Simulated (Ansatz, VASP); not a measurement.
RbBr: VASP beside Ansatz

Contents of INCAR:

```
  ALGO = Normal
  EDIFF = 1E-8
  ENCUT = 520
  GGA = PE
  ISIF = 2
  ISMEAR = -1
  LASPH = True
  LCHARG = False
  LEFG = True
  LREAL = False
  LWAVE = False
  NBANDS = 15
  NELM = 60
  PREC = Accurate
  SIGMA = 0.02
```

The input KPOINTS:

```
k-points
0
Gamma
  6 6 6
```

The input POSCAR:

```
RbBr
1.0
    0.0000000000      3.3811767539      3.3811767539
    3.3811767539      0.0000000000      3.3811767539
    3.3811767539      3.3811767539      0.0000000000
Rb Br
1 1
Direct
    0.0000000000      0.0000000000      0.0000000000
    0.5000000000      0.5000000000      0.5000000000
```

Input for Ansatz:

```yaml
crystal:
  lattice:
    - [0.0, 3.3811767539, 3.3811767539]
    - [3.3811767539, 0.0, 3.3811767539]
    - [3.3811767539, 3.3811767539, 0.0]
  atoms:
    - { symbol: Rb, position: [0.0, 0.0, 0.0] }
    - { symbol: Br, position: [0.5, 0.5, 0.5] }
kpoints:
  mp_grid: { grid: [6, 6, 6] }
scf:
  occupations: { method: fermi_dirac, width: 0.02 }
hamiltonian:
  xc: pbe
  pseudopotentials: { kind: all_electron, datasets: crystal }
output:
  forces: true
  stress: true
  eigenvalues: true
  efg: { contact_densities: true }
```

Change from the starting cell: volume scaled by 0.96, crystal datasets.

Alike in both runs: task electric field gradients; functional PBE; k mesh 6 × 6 × 6; occupations fermi-dirac, width 0.02 eV; no spin polarisation.

|  | VASP | Ansatz |
| --- | --- | --- |
| version | VASP 6.6.1 | Ansatz 0.2.0 |
| potentials or method | VASP PAW PBE potentials, release 64 (Rb_sv, Br), cutoff 520 eV | all-electron PAW with datasets made for the crystal, scalar-relativistic |

```csv
,VASP,Ansatz,Ansatz less VASP
gap on the k mesh at the Fermi level (eV),4.47,4.47,+0.003
pressure (GPa),1.8,1.7,-0.04
```

Ansatz ran all-electron here, and VASP with PAW potentials.
